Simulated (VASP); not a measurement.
Input of a VASP 6.6.1 run:

The input INCAR:

```
  PREC = Accurate
  ENCUT = 520
  EDIFF = 1E-6
  ISMEAR = 0
  SIGMA = 0.05
  LREAL = F
  LASPH = T
  NELM = 60
  ALGO = Fast
  ISIF = 2
  LWAVE = F
  LCHARG = F
  GGA = CA
  NBANDS = 32
```

KPOINTS

```
Automatic mesh
0
Gamma
  8 8 8
```

The input POSCAR:

```
RbTl3
1.0
    0.0000000000      4.1179970000      4.1179970000
    4.1179970000      0.0000000000      4.1179970000
    4.1179970000      4.1179970000      0.0000000000
Rb Tl
1 3
Direct
    0.0000000000      0.0000000000      0.0000000000
    0.2500000000      0.2500000000      0.2500000000
    0.7500000000      0.7500000000      0.7500000000
    0.5000000000      0.5000000000      0.5000000000
```

Potentials or basis: VASP PAW LDA potentials, release 64 (Rb_sv, Tl_d).

The run is started by

```console
$ cat potpaw_LDA.64/Rb_sv/POTCAR potpaw_LDA.64/Tl_d/POTCAR > POTCAR
$ mpirun -np 1 vasp_std > vasp.out
```

Question: What does it give for the band gap on the k mesh?

Answer: Zero (bands 24 and 25 overlap by 0.47 eV).

Question: Estimate the pressure.

Answer: -3.2 GPa.

Caveat: the cell stands under tension; spin-orbit coupling is left out, which moves the levels of the heavy elements.
